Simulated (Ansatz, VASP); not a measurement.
**One calculation of Nb, two programs**

The input INCAR:

```
PREC     = Accurate       # precision mode
ENCUT    = 600            # plane-wave cutoff, eV
EDIFF    = 1E-7           # SCF threshold, eV
ISMEAR   = -1             # smearing method
SIGMA    = 0.05           # smearing width, eV
LREAL    = F              # projectors in reciprocal space
LASPH    = T              # aspherical terms in the spheres
NELM     = 100            # most SCF steps
ALGO     = Normal         # electronic algorithm
ISIF     = 3              # what is computed and relaxed
LWAVE    = F              # write WAVECAR
LCHARG   = F              # write CHGCAR
GGA      = RP             # functional
IBRION   = 2              # ionic algorithm
NSW      = 60             # ionic steps
EDIFFG   = -0.01          # ionic threshold
```

The input KPOINTS:

```
Automatic mesh
0
Gamma
  11 11 11
```

POSCAR

```
Nb
1.0
    0.0000000000      2.1150000000      2.1150000000
    2.1150000000      0.0000000000      2.1150000000
    2.1150000000      2.1150000000      0.0000000000
Nb
1
Direct
    0.0000000000      0.0000000000      0.0000000000
```

Contents of input.yaml:

```yaml
crystal:
  lattice:
    - [0.0, 2.115, 2.115]
    - [2.115, 0.0, 2.115]
    - [2.115, 2.115, 0.0]
  atoms:
    - { symbol: Nb, position: [0.0, 0.0, 0.0] }
hamiltonian:
  xc: rpbe
  pseudopotentials: { kind: paw }
kpoints:
  mp_grid: { grid: [11, 11, 11] }
scf:
  occupations: { method: fermi_dirac, width: 0.05 }
output:
  forces: true
  stress: true
  eigenvalues: true
  write_density: true
  write_potential: true
  elf: true
  volumetric_format: npy
relax:
  f_tol: 0.01
  max_steps: 40
  cell: { stress_tol: 0.05 }
```

Alike in both runs: task relaxation of cell and atoms; functional RPBE; k mesh 11 × 11 × 11; occupations fermi-dirac, width 0.05 eV; no spin polarisation.

|  | VASP | Ansatz |
| --- | --- | --- |
| version | VASP 6.6.1 | Ansatz 0.2.0 |
| potentials or method | VASP PAW PBE potentials, release 64 (Nb_sv) | Ansatz PAW |
| plane-wave cutoff (eV) | 600 | 420 |
| valence electrons in the cell | 13 | 13 |

VASP gave:

* gap on the k mesh at the Fermi level, each at its own relaxed structure (eV): none
* relaxed volume (Å³/atom): 18.99
* relaxed cell length with the largest relative difference (Å): 2.995

Which values does Ansatz return?

gap on the k mesh at the Fermi level, each at its own relaxed structure (eV): none; relaxed volume (Å³/atom): 19.04; relaxed cell length with the largest relative difference (Å): 2.997.

VASP's potentials were made for PBE, not for RPBE. A gap of «none» marks a metal or a gap that the smearing closes.

Noted on Ansatz's run: the plane-wave basis is chosen anew once the cell has moved, so the energies of steps on either side of that aren't comparable.
